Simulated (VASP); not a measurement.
# Ni (Fm-3m) in VASP: vibrations by perturbation theory with PBE

Aim: the vibrations by perturbation theory of Ni with PBE.

All numbers are computed with VASP 6.6.1; they aren't measurements. Logs are shortened: lines on timing, memory, paths and dates and some standing lists are left out, and cuts for length are marked.

### 1 The cell of the first run

The structure is cubic, space group Fm-3m (No. 225). The conventional cell has a = 3.524 Å, b = 3.524 Å, c = 3.524 Å, α = 90.00°, β = 90.00°, γ = 90.00°. Within 3.3 Å of Ni (site symmetry m-3m) lie 12 Ni at 2.49 Å.

### 2 Vibrations by perturbation theory, PBE, collinear spin, ferromagnetic start

INCAR

```
PREC = Accurate
ENCUT = 520
EDIFF = 1E-8
ISMEAR = 1
SIGMA = 0.2
LREAL = F
LASPH = T
NELM = 150
ALGO = Normal
ISIF = 2
LWAVE = F
LCHARG = T
ISPIN = 2
MAGMOM = 0.7
LORBIT = 11
LMAXMIX = 4
GGA = PE
NBANDS = 15
IBRION = 8
NSW = 1
```

KPOINTS

```
Automatic mesh
0
Gamma
  16 16 16
```

POSCAR

```
Ni
1.0
    0.0000000000      1.7620000000      1.7620000000
    1.7620000000      0.0000000000      1.7620000000
    1.7620000000      1.7620000000      0.0000000000
Ni
1
Direct
    0.0000000000      0.0000000000      0.0000000000
```

Potentials or basis: VASP PAW PBE potentials, release 64 (Ni).

On the command line:

```sh
$ cat potpaw_PBE.64/Ni/POTCAR > POTCAR
$ mpirun -np 1 vasp_std > vasp.out
```

OUTCAR:

```text
PREC = Accurate
   ENCUT = 520
   EDIFF = 1E-8
   ISMEAR = 1
   LREAL = F
   LASPH = T
   NELM = 150
   ISIF = 2
   ISPIN = 2
   LORBIT = 11
   GGA = PE
   IBRION = 8
   NSW = 1

 ion  position               nearest neighbor table
   1  0.000  0.000  0.000-

  LATTYP: Found a face centered cubic cell.
 ALAT       =     3.5240000000

  Lattice vectors:

 A1 = (   0.0000000000,   1.7620000000,   1.7620000000)
 A2 = (   1.7620000000,   0.0000000000,   1.7620000000)
 A3 = (   1.7620000000,   1.7620000000,   0.0000000000)

Analysis of symmetry for initial positions (statically):
=====================================================================
 Subroutine PRICEL returns:
 Original cell was already a primitive cell.

 Routine SETGRP: Setting up the symmetry group for a
 face centered cubic supercell.

 Subroutine GETGRP returns: Found 48 space group operations
 (whereof 48 operations were pure point group operations)
 out of a pool of 48 trial point group operations.

The static configuration has the point symmetry O_h .

Analysis of symmetry for dynamics (positions and initial velocities):
=====================================================================
 Subroutine PRICEL returns:
 Original cell was already a primitive cell.

 Routine SETGRP: Setting up the symmetry group for a
 face centered cubic supercell.

 Subroutine GETGRP returns: Found 48 space group operations
 (whereof 48 operations were pure point group operations)
 out of a pool of 48 trial point group operations.

The dynamic configuration has the point symmetry O_h .

Analysis of structural, dynamic, and magnetic symmetry:
=====================================================================
 Subroutine PRICEL returns:
 Original cell was already a primitive cell.

 Routine SETGRP: Setting up the symmetry group for a
 face centered cubic supercell.

 Subroutine GETGRP returns: Found 48 space group operations
[... 1036 lines left out ...]
  Total       -0.0834483     -0.0834483     -0.0834483      0.0000000      0.0000000     -0.0000000
  in kB      -12.2202562    -12.2202562    -12.2202562      0.0000000      0.0000000     -0.0000000
  external PRESSURE =     -12.2202562 kB  Pullay stress =       0.0000000 kB

 VOLUME and BASIS-vectors are now :
 -----------------------------------------------------------------------------
  energy-cutoff  :      520.00
  volume of cell :       10.94
      direct lattice vectors                 reciprocal lattice vectors
     0.000000000  1.762000000  1.762000000    -0.283768445  0.283768445  0.283768445
     1.762000000  0.000000000  1.762000000     0.283768445 -0.283768445  0.283768445
     1.762000000  1.762000000  0.000000000     0.283768445  0.283768445 -0.283768445

 POSITION                                       TOTAL-FORCE (eV/Angst)
 -----------------------------------------------------------------------------------
      0.00000      0.00000      0.00000         0.000000      0.000000      0.000000
 -----------------------------------------------------------------------------------
    total drift:                                0.000000      0.000000      0.000000

  FREE ENERGIE OF THE ION-ELECTRON SYSTEM (eV)
  ---------------------------------------------------
  free  energy   TOTEN  =        -5.4703003810 eV

  energy  without entropy=       -5.4683628611  energy(sigma->0) =       -5.46965454

[... ionic steps 2 to 3 ...]

--------------------------------------- Ionic step        4  -------------------------------------------

 Free energy of the ion-electron system (eV)
  ---------------------------------------------------
  ---------------------------------------------------
  free energy    TOTEN  =        -0.17306586 eV

  energy without entropy =       -0.17306586

------------------------ aborting loop because EDIFF is reached ----------------------------------------

 INTERNAL STRAIN TENSOR  FOR ION    1  DIRECTION 1   (eV/Angst):
 -----------------------------------------------------------------------------
     0.00323 -0.00000 -0.00000
    -0.00000 -0.00054 -0.00000
     0.00000 -0.00000 -0.00054

 INTERNAL STRAIN TENSOR FOR ION    1 for displacements in x,y,z  (eV/Angst):
          X           Y           Z          XY          YZ          ZX
  --------------------------------------------------------------------------------
  x     0.00000     0.00000     0.00000     0.00000     0.00000     0.00000
  y     0.00000     0.00000     0.00000     0.00000     0.00000     0.00000
  z     0.00000     0.00000     0.00000     0.00000     0.00000     0.00000

 SECOND DERIVATIVES (NOT SYMMETRIZED)
 ------------------------------------
               1X          1Y          1Z
  1X    -0.022956    0.000000    0.000000
  1Y     0.000000   -0.022956    0.000000
  1Z     0.000000    0.000000   -0.022956

 Eigenvectors and eigenvalues of the dynamical matrix
 ----------------------------------------------------

   1 f  =    0.309182 THz     1.942647 2PiTHz   10.313198 cm-1     1.278673 meV
             X         Y         Z           dx          dy          dz
      0.000000  0.000000  0.000000     1.000000    0.000000    0.000000

   2 f  =    0.309182 THz     1.942647 2PiTHz   10.313198 cm-1     1.278673 meV
             X         Y         Z           dx          dy          dz
      0.000000  0.000000  0.000000     0.000000    1.000000    0.000000

   3 f  =    0.309182 THz     1.942647 2PiTHz   10.313198 cm-1     1.278673 meV
             X         Y         Z           dx          dy          dz
      0.000000  0.000000  0.000000     0.000000    0.000000    1.000000

--------------------------------------------------------------------------------------------------------

 ELASTIC MODULI CONTR FROM IONIC RELAXATION (kBar)
 Direction    XX          YY          ZZ          XY          YZ          ZX
 --------------------------------------------------------------------------------
 XX           0.0000      0.0000      0.0000      0.0000      0.0000      0.0000
 YY           0.0000      0.0000      0.0000      0.0000      0.0000      0.0000
 ZZ           0.0000      0.0000      0.0000      0.0000      0.0000      0.0000
 XY           0.0000      0.0000      0.0000      0.0000      0.0000      0.0000
 YZ           0.0000      0.0000      0.0000      0.0000      0.0000      0.0000
 ZX           0.0000      0.0000      0.0000      0.0000      0.0000      0.0000
 --------------------------------------------------------------------------------

 total charge

# of ion       s       p       d       tot
------------------------------------------
    1        0.494   0.492   8.314   9.300

 magnetization (x)

# of ion       s       p       d       tot
------------------------------------------
    1       -0.007  -0.025   0.639   0.607
```

OSZICAR:

```text
N       E                     dE             d eps       ncg     rms          rms(c)
DAV:   1     0.322732602774E+02    0.32273E+02   -0.42170E+03  9303   0.861E+02
[... 27 lines left out ...]
RMM:   7    -0.173079030413E+00    0.12101E-04   -0.18424E-07 42225   0.335E-03    0.221E-03
RMM:   8    -0.173070464770E+00    0.85656E-05   -0.60373E-08 42450   0.181E-03    0.351E-04
RMM:   9    -0.173067958741E+00    0.25060E-05   -0.13382E-08 43517   0.736E-04    0.161E-04
RMM:  10    -0.173066581181E+00    0.13776E-05   -0.58581E-09 43348   0.347E-04    0.576E-05
RMM:  11    -0.173065931538E+00    0.64964E-06   -0.46221E-09 45259   0.115E-04    0.102E-05
RMM:  12    -0.173065854207E+00    0.77331E-07   -0.46582E-09 46259   0.454E-05    0.324E-06
RMM:  13    -0.173065858287E+00   -0.40793E-08   -0.36213E-09 46257   0.282E-05    0.201E-06
 Linear response finished
```

stdout:

```text
POSCAR found type information on POSCAR Ni
 POSCAR found :  1 types and       1 ions
 scaLAPACK will be used
 LDA part: xc-table for (Slater+PW92), standard interpolation
 POSCAR, INCAR and KPOINTS ok, starting setup
 FFT: planning ... GRIDC
 FFT: planning ... GRID_SOFT
 FFT: planning ... GRID
 WAVECAR not read
 entering main loop
 Linear response reoptimize wavefunctions to high precision
 Linear response DOF=           1
 Linear response progress:
 first order change of Fermi-energy  -0.75541E-03
 force on displaced ion       1 direction 1 :  -0.023   0.000   0.000
 Linear response finished
```

Run time: 6 min. Hardware: 1 thread of Intel Xeon Platinum 8259CL at 2.50GHz (Skylake/Cascade Lake), shared host; peak memory 0.31 GiB.

Results:

```yaml
Net_moment: 0.59 μB per cell
Site_moments: Ni +0.61 μB
Valence_electrons_inside_the_program's_atomic_spheres: Ni 9.30
```

Caveat: the cell stands under pressure or tension, which shifts response properties.
